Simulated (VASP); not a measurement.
The system is TePb.

```xyz
2
Lattice="0.0000 3.2679 3.2679 3.2679 0.0000 3.2679 3.2679 3.2679 0.0000" Properties=species:S:1:pos:R:3 pbc="T T T"
Te    3.2679    3.2679    3.2679
Pb    0.0000    0.0000    0.0000
```

Base run:

```yaml
Program: VASP 6.6.1
Functional: HSE06
Potentials_or_basis: VASP PAW PBE potentials, release 64 (Te, Pb_d)
Cutoff: 520 eV
k_mesh: 4 × 4 × 4
Occupations: gaussian, width 0.01 eV
Spin: no spin polarisation
```

Its results: band gap on the k mesh 1.17 eV, direct; pressure -0.5 GPa.

Task: The run is repeated on the same cell with these changes: functional from HSE06 to PBE. What comes out?

Result: Band gap on the k mesh 0.80 eV, direct; pressure 0.6 GPa.

HSE06 gives the wider gap, since exact exchange removes part of the self-interaction.

Caveats: spin-orbit coupling is left out, which moves the levels of the heavy elements; the PAW data sets were made with another functional, which shifts forces and pressure a little (some runs).

A k mesh can miss the band edges.
